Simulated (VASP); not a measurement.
Ag:

```
Ag
1.0
     0.00000    2.04275    2.04275
     2.04275    0.00000    2.04275
     2.04275    2.04275    0.00000
Ag
1
Direct
  0.00000 0.00000 0.00000
```

| Property | Result |
| --- | --- |
| Program | VASP 6.6.1 |
| Task | relaxation of cell and atoms |
| Functional | PBEsol |
| Potentials or basis | VASP PAW PBE potentials, release 64 (Ag) |
| Cutoff | 600 eV |
| k mesh | 11 × 11 × 11 |
| Occupations | gaussian, width 0.05 eV |
| Spin | no spin polarisation |

At the start: pressure -3.2 GPa; volume 17.05 Å³/atom.

**Question.** Where does the relaxation end?

**Answer.** Over 3 steps the energy falls by 5.0 meV/atom and the volume is 16.57 Å³/atom (-2.8 %); space group Fm-3m (No. 225, to 0.1 Å) before and after.

Step by step:
```
step  energy change (eV)  largest force (eV/Å)  pressure (GPa)  volume (Å³)
   1              0.0000                0.0000           -3.21        17.05
   2             -0.0021                0.0000            2.75        16.22
   3             -0.0050                0.0000            0.00        16.57
```

Final structure:
```
CELL_PARAMETERS angstrom
0.00000 2.02339 2.02339
2.02339 0.00000 2.02339
2.02339 2.02339 0.00000
ATOMIC_POSITIONS crystal
Ag 0.00000 0.00000 0.00000
```

Caveat: the PAW data sets were made with another functional, which shifts forces and pressure a little.
